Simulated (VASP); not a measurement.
Here is a VASP 6.6.1 calculation.

INCAR

```
PREC = Accurate
ENCUT = 600
EDIFF = 1E-6
ISMEAR = 0
SIGMA = 0.01
LREAL = False
LASPH = True
NELM = 120
ALGO = Normal
ISIF = 2
LWAVE = False
LCHARG = True
GGA = PE
LELF = True
LVHAR = True
NBANDS = 20
GGA_COMPAT = False
```

The input KPOINTS:

```
Automatic mesh
0
Gamma
  5 5 5
```

File POSCAR:

```
SnO2
1.0
    0.0000000000      2.5334669704      2.5334669704
    2.5334669704      0.0000000000      2.5334669704
    2.5334669704      2.5334669704      0.0000000000
Sn O
1 2
Direct
    0.0000000000      0.0000000000      0.0000000000
    0.2500000000      0.2500000000      0.2500000000
    0.7500000000      0.7500000000      0.7500000000
```

Potentials or basis: VASP PAW PBE potentials, release 64 (Sn_d, O).

Launch:

```sh
$ cat potpaw_PBE.64/Sn_d/POTCAR potpaw_PBE.64/O/POTCAR > POTCAR
$ mpirun -np 1 vasp_std > vasp.out
```

Task: Estimate the pressure.

Result: 9.7 GPa.

Task: Estimate the band gap on the k mesh.

Result: 0.42 eV, indirect (least direct gap 1.68 eV).

Caveat: the k points lie up to 0.43 Å⁻¹ apart; spin-orbit coupling is left out, which moves the levels of the heavy elements. A k mesh can miss the band edges.
